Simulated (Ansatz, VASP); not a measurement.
**One calculation of Zn3O, two programs**

```
Zn O
1.0
     7.70564    0.00000    0.00000
    -3.85282    6.67328    0.00000
     0.00000    0.00000    2.75050
Zn O
6 2
Direct
  0.21448 0.42895 0.25000
  0.57105 0.78552 0.25000
  0.21448 0.78552 0.25000
  0.78552 0.57105 0.75000
  0.42895 0.21448 0.75000
  0.78552 0.21448 0.75000
  0.33333 0.66667 0.75000
  0.66667 0.33333 0.25000
```

Change from the starting cell: species swapped into the TbI3 type (P6_3/mmc, No. 194).

Alike in both runs: task relaxation of cell and atoms; functional PBE; k mesh 3 × 3 × 6; occupations gaussian, width 0.2 eV; no spin polarisation.

```csv
,VASP,Ansatz
version,VASP 6.6.1,Ansatz 0.2.0
potentials or method,"VASP PAW PBE potentials, release 64 (Zn, O), cutoff 600 eV","scalar-relativistic, plane waves, PAW"
valence electrons in the cell,84,84
```

```tsv
	VASP	Ansatz	Ansatz less VASP
gap on the k mesh at the Fermi level, each at its own relaxed structure (eV)	none	none	-
relaxed volume (Å³/atom)	14.53	14.57	+0.034
relaxed cell length with the largest relative difference (Å)	7.091	7.100	+0.0090
```

A gap of «none» marks a metal or a gap that the smearing closes.

The k mesh is coarse, so the values compare programs but aren't converged. Noted on VASP's run: the volume moved by over 15 % at a fixed basis, so the end points are rough.
